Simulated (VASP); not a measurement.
Here is a VASP 6.6.1 calculation.

The input INCAR:

```
PREC     = Accurate       # precision mode
ENCUT    = 520            # plane-wave cutoff, eV
EDIFF    = 1E-6           # SCF threshold, eV
ISMEAR   = -1             # smearing method
SIGMA    = 0.1            # smearing width, eV
LREAL    = False          # projectors in reciprocal space
LASPH    = True           # aspherical terms in the spheres
NELM     = 100            # most SCF steps
ALGO     = Normal         # electronic algorithm
ISIF     = 2              # what is computed and relaxed
LWAVE    = False          # write WAVECAR
LCHARG   = False          # write CHGCAR
GGA      = PE             # functional
NBANDS   = 12             # bands
```

File KPOINTS:

```
regular mesh
0
Gamma
  12 12 12
```

File POSCAR:

```
P
1.0
    0.0000000000      2.7441144331      2.7441144331
    2.7441144331      0.0000000000      2.7441144331
    2.7441144331      2.7441144331      0.0000000000
P
2
Direct
   -0.1250000000     -0.1250000000     -0.1250000000
    0.1250000000      0.1250000000      0.1250000000
```

Potentials or basis: VASP PAW PBE potentials, release 64 (P).

Launch:

```console
$ cat potpaw_PBE.64/P/POTCAR > POTCAR
$ mpirun -np 1 vasp_std > vasp.out
```

(1) What does it give for the band gap on the k mesh?

(2) Estimate the pressure.

Answers

(1) zero (bands 5 and 6 overlap by 2.67 eV).

(2) -0.1 GPa.
